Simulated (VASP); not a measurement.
FeGe:

```
Ge Fe
1.0
     4.89558    0.00000    0.00000
    -2.44779    4.23970    0.00000
     0.00000    0.00000    4.03174
Ge Fe
3 3
Direct
  0.66667 0.33333 0.50000
  0.33333 0.66667 0.50000
  0.00000 0.00000 0.00000
  0.00000 0.50000 0.00000
  0.50000 0.50000 0.00000
  0.50000 0.00000 0.00000
```

Base run:

| Property | Result |
| --- | --- |
| Program | VASP 6.6.1 |
| Functional | LDA |
| Potentials or basis | VASP PAW LDA potentials, release 64 (Ge_d, Fe) |
| Cutoff | 520 eV |
| k mesh | 6 × 6 × 7 |
| Occupations | fermi-dirac, width 0.05 eV |
| Spin | collinear spin, ferromagnetic start |
| Starting moments | [0.0, 0.0, 0.0, 3.0, 3.0, 3.0] μB |

Its results: pressure -6.5 GPa; net moment 3.67 μB per cell; site moments Ge -0.04, -0.06; Fe +1.26 μB.

**Question.** The run is repeated on the same cell with these changes: functional from LDA to PBEsol; potentials or basis from VASP PAW LDA potentials, release 64 (Ge_d, Fe) to VASP PAW PBE potentials, release 64 (Ge_d, Fe). What comes out?

**Answer.** Pressure -1.5 GPa; net moment 4.02 μB per cell; site moments Ge -0.05, -0.08; Fe +1.40 μB.

Caveats: the PAW data sets were made with another functional, which shifts forces and pressure a little (some runs).
